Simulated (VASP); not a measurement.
A run of VASP 6.6.1 is set up as follows.

INCAR

```
PREC     = Accurate       # precision mode
ENCUT    = 520            # plane-wave cutoff, eV
EDIFF    = 1E-7           # SCF threshold, eV
ISMEAR   = -1             # smearing method
SIGMA    = 0.01           # smearing width, eV
LREAL    = Auto         
LASPH    = True           # aspherical terms in the spheres
NELM     = 60             # most SCF steps
ALGO     = Normal         # electronic algorithm
ISIF     = 2              # what is computed and relaxed
LWAVE    = False          # write WAVECAR
LCHARG   = True           # write CHGCAR
GGA      = PE             # functional
LELF     = True           # ELF
LVHAR    = True         
NBANDS   = 178            # bands
NELECT   = 308.0        
LUSENCCL = False
```

The input KPOINTS:

```
regular mesh
0
Gamma
  4 4 3
```

The input POSCAR:

```
TaSn11O24
1.0
    4.7380000000      4.7380000000      0.0000000000
   -4.7380000000      4.7380000000      0.0000000000
    0.0000000000      0.0000000000      9.5595000000
Ta Sn O
1 11 24
Direct
    0.0000000000      0.0000000000      0.0000000000
    0.0000000000      0.0000000000      0.3345198086
    0.0000000000      0.0000000000      0.6654801914
    0.5000000000      0.5000000000      0.0000000000
    0.5000000000      0.5000000000      0.3330624987
    0.5000000000      0.5000000000      0.6669375013
    0.5000000000      0.0000000000      0.1670762355
    0.5000000000      0.0000000000      0.5000000000
    0.5000000000      0.0000000000      0.8329237645
    0.0000000000      0.5000000000      0.1661589826
    0.0000000000      0.5000000000      0.5000000000
    0.0000000000      0.5000000000      0.8338410174
    0.2991279966      0.0000000000      0.0000000000
    0.3037114733      0.0000000000      0.3321218719
    0.3037114733      0.0000000000      0.6678781281
    0.8056872958      0.5000000000      0.0000000000
    0.8062133728      0.5000000000      0.3317681224
    0.8062133728      0.5000000000      0.6682318776
    0.5000000000      0.3041434806      0.1657217606
    0.5000000000      0.3050123251      0.5000000000
    0.5000000000      0.3041434806      0.8342782394
    0.0000000000      0.8097006536      0.1590995856
    0.0000000000      0.8049810054      0.5000000000
    0.0000000000      0.8097006536      0.8409004144
    0.7008720034      0.0000000000      0.0000000000
    0.6962885267      0.0000000000      0.3321218719
    0.6962885267      0.0000000000      0.6678781281
    0.1943127042      0.5000000000      0.0000000000
    0.1937866272      0.5000000000      0.3317681224
    0.1937866272      0.5000000000      0.6682318776
    0.5000000000      0.6958565194      0.1657217606
    0.5000000000      0.6949876749      0.5000000000
    0.5000000000      0.6958565194      0.8342782394
    0.0000000000      0.1902993464      0.1590995856
    0.0000000000      0.1950189946      0.5000000000
    0.0000000000      0.1902993464      0.8409004144
```

Potentials or basis: VASP PAW PBE potentials, release 64 (Ta_pv, Sn_d, O).

Launch:

```bash
$ cat potpaw_PBE.64/Ta_pv/POTCAR potpaw_PBE.64/Sn_d/POTCAR potpaw_PBE.64/O/POTCAR > POTCAR
$ mpirun -np 1 vasp_std > vasp.out
```

Question: Estimate the largest force.

Answer: 0.032 eV/Å.

Forces on the atoms (eV/Å):
```
Ta   0.000  0.000  0.000
Sn   0.000  0.000 -0.009
Sn   0.000  0.000  0.009
Sn   0.000  0.000  0.000
Sn   0.000  0.000  0.003
Sn   0.000  0.000 -0.003
Sn   0.000  0.000 -0.019
Sn   0.000  0.000  0.000
Sn   0.000  0.000  0.019
Sn   0.000  0.000  0.007
Sn   0.000  0.000  0.000
Sn   0.000  0.000 -0.007
O    0.013  0.013  0.000
O   -0.012 -0.012 -0.005
O   -0.012 -0.012  0.005
O   -0.015 -0.015  0.000
O   -0.015 -0.015 -0.002
O   -0.015 -0.015  0.002
O    0.009 -0.009  0.001
O    0.014 -0.014  0.000
O    0.009 -0.009 -0.001
O    0.016 -0.016  0.017
O    0.023 -0.023  0.000
O    0.016 -0.016 -0.017
O   -0.013 -0.013  0.000
O    0.012  0.012 -0.005
O    0.012  0.012  0.005
O    0.015  0.015  0.000
O    0.015  0.015 -0.002
O    0.015  0.015  0.002
O   -0.009  0.009  0.001
O   -0.014  0.014  0.000
O   -0.009  0.009 -0.001
O   -0.016  0.016  0.017
O   -0.023  0.023  0.000
O   -0.016  0.016 -0.017
```

Caveat: the cell carries a net charge on a neutralising background, which shifts energy and pressure.
